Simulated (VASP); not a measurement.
A run of VASP 6.6.1:

The input POSCAR:

```
SrO
1.0
    0.0000000000      2.5798923523      2.6348440595
    2.5798923523      0.0000000000      2.6348440595
    2.5798923523      2.5798923523      0.0000000000
Sr O
1 1
Direct
    0.0000000000      0.0000000000      0.0000000000
    0.5000000000      0.5000000000      0.5000000000
```

The input INCAR.step1:

```
PREC = Accurate ; ENCUT = 520
EDIFF = 1E-5 ; ISMEAR = 0
SIGMA = 0.01 ; LREAL = F
LASPH = T ; NELM = 100
ALGO = Normal ; ISIF = 2
LWAVE = T ; GGA = PE
NBANDS = 15
```

Contents of INCAR.step2:

```
PREC = Accurate ; ENCUT = 520
EDIFF = 1E-6 ; ISMEAR = 0
SIGMA = 0.01 ; LREAL = F
LASPH = T ; NELM = 100
ALGO = Normal ; ISIF = 2
LWAVE = F ; LCHARG = T
GGA = PE ; LHFCALC = T
HFSCREEN = 0.2079 ; PRECFOCK = Normal
LELF = T ; LVHAR = T
ISTART = 1 ; NBANDS = 15
```

File KPOINTS:

```
regular mesh
0
Gamma
  6 6 6
```

Potentials or basis: VASP PAW PBE potentials, release 64 (Sr_sv, O).

Launch:

```console
$ cat potpaw_PBE.64/Sr_sv/POTCAR potpaw_PBE.64/O/POTCAR > POTCAR
$ cp INCAR.step1 INCAR
$ mpirun -np 1 vasp_std > vasp.out
$ cp INCAR.step2 INCAR
$ mpirun -np 1 vasp_std > vasp.out
```

Hardware: 1 thread of Intel(R) Xeon(R) 6975P-C (Granite Rapids), with other jobs on the host.

Question: How long does it take, and how much memory?

Answer: Wall time 31 min on 1 thread of Intel(R) Xeon(R) 6975P-C (Granite Rapids), with other jobs on the host, peak memory 0.29 GiB. Counts: k points 30.
